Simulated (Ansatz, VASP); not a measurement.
**One calculation of TiS2, two programs**

The input INCAR:

```
SYSTEM = TiS2
  PREC = Accurate
  ENCUT = 500
  EDIFF = 1E-6
  ISMEAR = -1
  SIGMA = 0.1
  LREAL = .FALSE.
  LASPH = .TRUE.
  NELM = 120
  ALGO = Normal
  ISIF = 2
  LWAVE = .FALSE.
  LCHARG = .FALSE.
  GGA = CA
  NBANDS = 19
  GGA_COMPAT = .FALSE.
```

The input KPOINTS:

```
Automatic mesh
0
G
  4 4 2
  0 0 0
```

The input POSCAR:

```
TiS2
1.0
    3.4120000000      0.0000000000      0.0000000000
   -1.7060000000      2.9548786777      0.0000000000
    0.0000000000      0.0000000000      5.6950000000
Ti S
1 2
Direct
    0.0000000000      0.0000000000      0.0000000000
    0.3333330000      0.6666670000      0.2500000000
    0.6666670000      0.3333330000      0.7500000000
```

Input for Ansatz:

```yaml
crystal:
  lattice:
    - [3.412, 0.0, 0.0]
    - [-1.7059999999999993, 2.9548786777125047, 0.0]
    - [0.0, 0.0, 5.695]
  atoms:
    - { symbol: Ti, position: [0.0, 0.0, 0.0] }
    - { symbol: S, position: [0.3333330000000001, 0.666667, 0.25] }
    - { symbol: S, position: [0.666667, 0.333333, 0.75] }
kpoints:
  mp_grid:
    grid: [4, 4, 2]
    shift: [0.0, 0.0, 0.0]
hamiltonian:
  xc: lda
  pseudopotentials:
    kind: all_electron
    lapw: {}
scf:
  occupations:
    method: fermi_dirac
    width: 0.1
output:
  forces: true
  stress: true
  eigenvalues: true
```

Alike in both runs: task single point; functional LDA; k mesh 4 × 4 × 2; occupations fermi-dirac, width 0.1 eV; no spin polarisation.

```csv
,VASP,Ansatz
version,VASP 6.6.1,Ansatz 0.2.0
potentials or method,"VASP PAW LDA potentials, release 64 (Ti_sv, S), cutoff 500 eV",all-electron (LAPW or listed datasets)
```

|  | VASP | Ansatz | Ansatz less VASP |
| --- | --- | --- | --- |
| gap on the k mesh at the Fermi level (eV) | none | none | - |
| pressure (GPa) | -6.0 | -6.0 | 0.00 |
| traceless stress, the component that is largest in VASP (GPa) | 1.08 | 1.04 | -0.042 |
| rms of the force components (eV/Å) | 0.159 | 0.166 | +0.0071 |

LDA's correlation is that of Perdew and Zunger in VASP and of Perdew and Wang (1992) in Ansatz. Atom by atom the forces differ by 0.007 eV/Å (rms over components). A gap of «none» marks a metal or a gap that the smearing closes. Ansatz ran all-electron here, and VASP with PAW potentials. Ansatz's warnings: structure snapped to symmetry.

The k mesh is coarse, so the values compare programs but aren't converged.
